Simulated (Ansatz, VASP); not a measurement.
# One calculation of Sc, two programs

```xyz
1
Lattice="0.0000 2.3046 2.3386 2.3046 0.0000 2.3386 2.3046 2.3046 0.0000" Properties=species:S:1:pos:R:3 pbc="T T T"
Sc    0.0000    0.0000    0.0000
```

Change from the starting cell: strain +0.015 along x and y, +0.030 along z, atoms carried along.

Alike in both runs: task single point; functional PBEsol; k mesh 18 × 18 × 18; occupations gaussian, width 0.15 eV; no spin polarisation.

|  | VASP | Ansatz |
| --- | --- | --- |
| version | VASP 6.6.1 | Ansatz 0.2.0 |
| potentials or method | VASP PAW PBE potentials, release 64 (Sc_sv), cutoff 520 eV | scalar-relativistic, plane waves, PAW |
| valence electrons in the cell | 11 | 11 |

|  | VASP | Ansatz | Ansatz less VASP |
| --- | --- | --- | --- |
| gap on the k mesh at the Fermi level (eV) | none | none | - |
| pressure (GPa) | -2.5 | -2.5 | +0.01 |
| traceless stress, the component that is largest in VASP (GPa) | -0.29 | -0.29 | +0.001 |

VASP's potentials were made for PBE, not for PBEsol. A gap of «none» marks a metal or a gap that the smearing closes. The functional is the same, so the differences come from potentials, cutoffs and numerics.
